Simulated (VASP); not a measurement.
# NiO (P6_3/mmc) in VASP: relaxation of shape and atoms at fixed volume with PBE

Aim: the relaxation of shape and atoms at fixed volume of NiO with PBE.

Program: VASP 6.6.1. These are calculated values, not measurements. Logs are shortened: lines on timing, memory, paths and dates and some standing lists are left out, and cuts for length are marked.

## Step 1: The cell of the first run

Symmetry: P6_3/mmc, No. 194, hexagonal system. The conventional cell has a = 3.019 Å, b = 3.019 Å, c = 5.176 Å, α = 90.00°, β = 90.00°, γ = 120.00°. Within 2.9 Å of Ni (site symmetry -3m) lie 6 O at 2.17 Å and 2 Ni at 2.59 Å. Within 2.9 Å of O (site symmetry -6m2) lie 6 Ni at 2.17 Å.

## Step 2: Relaxation of shape and atoms at fixed volume, PBE, collinear spin, antiferromagnetic start (10.22 Å³/atom)

INCAR reads:

```
PREC     = Accurate       # precision mode
ENCUT    = 600            # plane-wave cutoff, eV
EDIFF    = 1E-6           # SCF threshold, eV
ISMEAR   = 0              # smearing method
SIGMA    = 0.05           # smearing width, eV
LREAL    = F              # projectors in reciprocal space
LASPH    = T              # aspherical terms in the spheres
NELM     = 150            # most SCF steps
ALGO     = Normal         # electronic algorithm
ISIF     = 4              # what is computed and relaxed
LWAVE    = F              # write WAVECAR
LCHARG   = F              # write CHGCAR
ISPIN    = 2              # spin polarisation
MAGMOM   = 1.5 -1.5 0 0   # initial moments
LORBIT   = 11             # projections on sites
LMAXMIX  = 4              # l up to which the mixer works
GGA      = PE             # functional
IBRION   = 2              # ionic algorithm
NSW      = 60             # ionic steps
EDIFFG   = -0.01          # ionic threshold
```

KPOINTS reads:

```
regular mesh
0
Gamma
  12 12 8
```

POSCAR reads:

```
NiO
1.0
    3.0194682339      0.0000000000      0.0000000000
   -1.5097341170      2.6149361964      0.0000000000
    0.0000000000      0.0000000000      5.1758469715
Ni O
2 2
Direct
    0.0000000000      0.0000000000      0.0000000000
    0.0000000000      0.0000000000      0.5000000000
    0.3333333333      0.6666666667      0.2500001226
    0.6666666667      0.3333333333      0.7499998774
```

Potentials or basis: VASP PAW PBE potentials, release 64 (Ni, O).

On the command line:

```bash
$ cat potpaw_PBE.64/Ni/POTCAR potpaw_PBE.64/O/POTCAR > POTCAR
$ mpirun -np 1 vasp_std > vasp.out
```

OUTCAR:

```text
PREC = Accurate
   ENCUT = 600
   EDIFF = 1E-6
   ISMEAR = 0
   LREAL = F
   LASPH = T
   NELM = 150
   ISIF = 4
   ISPIN = 2
   LORBIT = 11
   GGA = PE
   IBRION = 2
   NSW = 60
   EDIFFG = -0.01

 ion  position               nearest neighbor table
   1  0.000  0.000  0.000-   3 2.17   4 2.17   3 2.17   4 2.17   4 2.17   3 2.17   2 2.59   2 2.59

   2  0.000  0.000  0.500-   3 2.17   4 2.17   3 2.17   4 2.17   4 2.17   3 2.17   1 2.59   1 2.59

   3  0.333  0.667  0.250-   2 2.17   2 2.17   2 2.17   1 2.17   1 2.17   1 2.17
   4  0.667  0.333  0.750-   2 2.17   2 2.17   2 2.17   1 2.17   1 2.17   1 2.17

  LATTYP: Found a hexagonal cell.
 ALAT       =     3.0194682339
 C/A-ratio  =     1.7141584447

  Lattice vectors:

 A1 = (   3.0194682339,   0.0000000000,   0.0000000000)
 A2 = (  -1.5097341170,   2.6149361964,   0.0000000000)
 A3 = (   0.0000000000,   0.0000000000,   5.1758469715)

Analysis of symmetry for initial positions (statically):
=====================================================================
 Subroutine PRICEL returns:
 Original cell was already a primitive cell.

 Routine SETGRP: Setting up the symmetry group for a
 hexagonal supercell.

 Subroutine GETGRP returns: Found 24 space group operations
 (whereof 12 operations were pure point group operations)
 out of a pool of 24 trial point group operations.

The static configuration has the point symmetry D_3d.
 The point group associated with its full space group is D_6h.

Analysis of symmetry for dynamics (positions and initial velocities):
=====================================================================
 Subroutine PRICEL returns:
 Original cell was already a primitive cell.

 Routine SETGRP: Setting up the symmetry group for a
 hexagonal supercell.

 Subroutine GETGRP returns: Found 24 space group operations
 (whereof 12 operations were pure point group operations)
 out of a pool of 24 trial point group operations.

The dynamic configuration has the point symmetry D_3d.
 The point group associated with its full space group is D_6h.

Analysis of structural, dynamic, and magnetic symmetry:
=====================================================================
 Subroutine PRICEL returns:
 Original cell was already a primitive cell.

 Routine SETGRP: Setting up the symmetry group for a
 hexagonal supercell.

 Subroutine GETGRP returns: Found 24 space group operations
 (whereof 12 operations were pure point group operations)
 out of a pool of 24 trial point group operations.

The overall configuration has the point symmetry D_3d.
[... 121 lines left out ...]
   IALGO  =     38    algorithm
   IMIX   =      4    mixing-type and parameters
     AMIX     =   0.40;   BMIX     =  1.00
     AMIX_MAG =   1.60;   BMIX_MAG =  1.00
  volume/ion in A,a.u.               =      10.22        68.95
  Fermi-wavevector in a.u.,A,eV,Ry     =   1.508923  2.851452 30.978418  2.276849
  Thomas-Fermi vector in A             =   2.619313
   LORBIT       =     11    0 simple, 1 ext, 2 COOP (PROOUT), +10 PAW based schemes
   GGA     = PE    functional components
   LHFCALC =     F    Hartree Fock is set to
   AEXX    =    0.0000 exact exchange contribution
   IVDW    =     0    specifies the selected vdW correction
   LEPSILON=     F    determine dielectric tensor
   LRPA    =     F    only Hartree local field effects (RPA)
 conjugate gradient relaxation of ions
 spin polarized calculation
 Gauss-broadening in eV      SIGMA  =   0.05
  energy-cutoff  :      600.00
  volume of cell :       40.87
 maximum number of plane-waves:      1392
   NGX = 13   NGY = 13   NGZ = 21

--------------------------------------- Ionic step        1  -------------------------------------------

 number of electron      31.9999989 magnetization       0.0000000

 Free energy of the ion-electron system (eV)
  ---------------------------------------------------
  ext. energy  EPLUGINS =         0.00000000
  ---------------------------------------------------
  free energy    TOTEN  =       -23.15358806 eV

  energy without entropy =      -23.15358806  energy(sigma->0) =      -23.15358806

------------------------ aborting loop because EDIFF is reached ----------------------------------------

  FORCE on cell =-STRESS in cart. coord.  units (eV):
  Direction    XX          YY          ZZ          XY          YZ          ZX
  --------------------------------------------------------------------------------------
  -------------------------------------------------------------------------------------
  Total       -3.7206747     -3.7206747     -3.9339184      0.0000000      0.0000000     -0.0000000
  in kB     -145.8677540   -145.8677540   -154.2278969      0.0000000      0.0000000     -0.0000000
  external PRESSURE =    -148.6544683 kB  Pullay stress =       0.0000000 kB
[... 63 lines left out ...]
--------------------------------------- Ionic step        3  -------------------------------------------

 number of electron      31.9999989 magnetization       0.0000000

 Free energy of the ion-electron system (eV)
  ---------------------------------------------------
  ext. energy  EPLUGINS =         0.00000000
  ---------------------------------------------------
  free energy    TOTEN  =       -23.15390499 eV

  energy without entropy =      -23.15390499  energy(sigma->0) =      -23.15390499

 E-fermi :   6.0511     XC(G=0): -11.9849

 val. band max:        5.8494033046   @ k =   0.0000   0.0000   0.0000
 cond. band min:       6.5462952906   @ k =   0.2500  -0.0000   0.3750
 fundamental gap:      0.6968919860
 Fermi energy:         6.0510898043

 spin component 1

 k-point     1 :       0.0000    0.0000    0.0000
  band No.  band energies     occupation
      1     -12.9434      1.00000
      2     -11.9507      1.00000
      3      -0.8426      1.00000
      4       1.5713      1.00000
      5       1.5713      1.00000
      6       3.2650      1.00000
[... 541 lines left out ...]
     19      11.1935      0.00000
     20      13.7829      0.00000

 [... further k-points ...]

 spin component 2

 k-point     1 :       0.0000    0.0000    0.0000
  band No.  band energies     occupation
      1     -12.9434      1.00000
      2     -11.9507      1.00000
      3      -0.8426      1.00000
      4       1.5713      1.00000
      5       1.5713      1.00000
      6       3.2650      1.00000
[... 574 lines left out ...]
  FREE ENERGIE OF THE ION-ELECTRON SYSTEM (eV)
  ---------------------------------------------------
  free  energy   TOTEN  =       -23.1539049864 eV

  energy  without entropy=      -23.1539049863  energy(sigma->0) =      -23.15390499

 reached required accuracy - stopping structural energy minimisation

 total charge

# of ion       s       p       d       tot
------------------------------------------
    1        0.308   0.345   8.209   8.862
    2        0.308   0.345   8.209   8.862
    3        1.561   3.342   0.000   4.903
    4        1.561   3.342   0.000   4.903
--------------------------------------------------
tot          3.738   7.374  16.419  27.530

 magnetization (x)

# of ion       s       p       d       tot
------------------------------------------
    1       -0.004  -0.008   1.376   1.364
    2        0.004   0.008  -1.376  -1.364
    3        0.000   0.000   0.000   0.000
    4        0.000   0.000   0.000   0.000
--------------------------------------------------
tot          0.000   0.000   0.000   0.000
```

Wall time 15 min (1 thread of Oxide Virtual Turin-like, shared host); peak memory 0.25 GiB.

What came out:

```yaml
Free_energy: -23.1539 eV
Energy_gained_by_relaxing: 0.1 meV/atom
Ionic_steps: 3
Pressure_after_relaxing: -14.8 GPa
Band_gap_on_the_k_mesh: 0.70 eV (least direct gap 0.83 eV)
Net_moment: 0.00 μB per cell
Site_moments: Ni +1.36, -1.36; O +0.00 μB
Valence_electrons_inside_the_program's_atomic_spheres: Ni 8.86; O 4.90
```

Step by step:
```tsv
step	energy change (eV)	largest force (eV/Å)	pressure (GPa)	volume (Å³)
1	0.0000	0.0000	-14.87	40.87
2	-0.0003	0.0000	-14.83	40.87
3	-0.0003	0.0000	-14.75	40.87
```

Final structure:
```xyz
4
Lattice="3.0240 0.0000 0.0000 -1.5120 2.6188 0.0000 0.0000 0.0000 5.1605" Properties=species:S:1:pos:R:3 pbc="T T T"
Ni    0.0000    0.0000    0.0000
Ni    0.0000    0.0000    2.5803
O     0.0000    1.7459    1.2901
O     1.5120    0.8729    3.8704
```

Caveat: semilocal functionals underestimate gaps, and a narrow one can read as zero.
